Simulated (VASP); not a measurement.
**Cu3O2: single point with LDA**

Cu3O2:

```xyz
5
Lattice="-1.9159 1.9159 3.8756 1.9159 -1.9159 3.8756 1.9159 1.9159 -3.8756" Properties=species:S:1:pos:R:3 pbc="T T T"
Cu    1.9159    0.0000    1.9378
Cu    0.0000    1.9159    1.9378
Cu    0.0000    0.0000    0.0000
O     1.9159    0.0000    0.0000
O     0.0000    1.9159    0.0000
```

- Program: VASP 6.6.1
- Task: single point
- Functional: LDA
- Potentials or basis: VASP PAW LDA potentials, release 64 (Cu, O)
- Cutoff: 520 eV
- k mesh: 14 × 14 × 14
- Occupations: gaussian, width 0.15 eV
- Spin: no spin polarisation

```yaml
Pressure: -10.1 GPa
Band_gap_on_the_k_mesh: zero (an odd number of electrons rules out a gap without spin polarisation)
```

Stress tensor (GPa, compression positive):
```
 -0.70   0.00   0.00
  0.00  -0.70   0.00
  0.00   0.00 -28.80
```

Levels at points of the mesh, in eV from the Fermi level:
```csv
k point,band 21,band 22,band 23,band 24,band 25,band 26
"(0.00, 0.00, 0.00)",-1.11,-1.11,-0.06,0.30,5.20,5.20
"(0.50, 0.00, 0.00)",-1.13,-0.55,-0.28,2.19,2.71,8.11
"(0.50, 0.50, 0.00)",-0.30,-0.24,0.15,1.81,3.27,3.39
"(0.50, 0.50, 0.50)",-1.39,-0.56,-0.56,3.77,3.83,6.21
```

Wall time 4.1 min on 1 thread of Intel(R) Xeon(R) 6975P-C (Granite Rapids) (shared host), peak memory 0.42 GiB.

Caveat: the cell stands under tension; an odd number of electrons without spin polarisation forces a metal; a magnetic or distorted state may lie lower. With open d or f shells a metallic result of LDA can be an artefact of self-interaction; +U or a hybrid may open a gap.
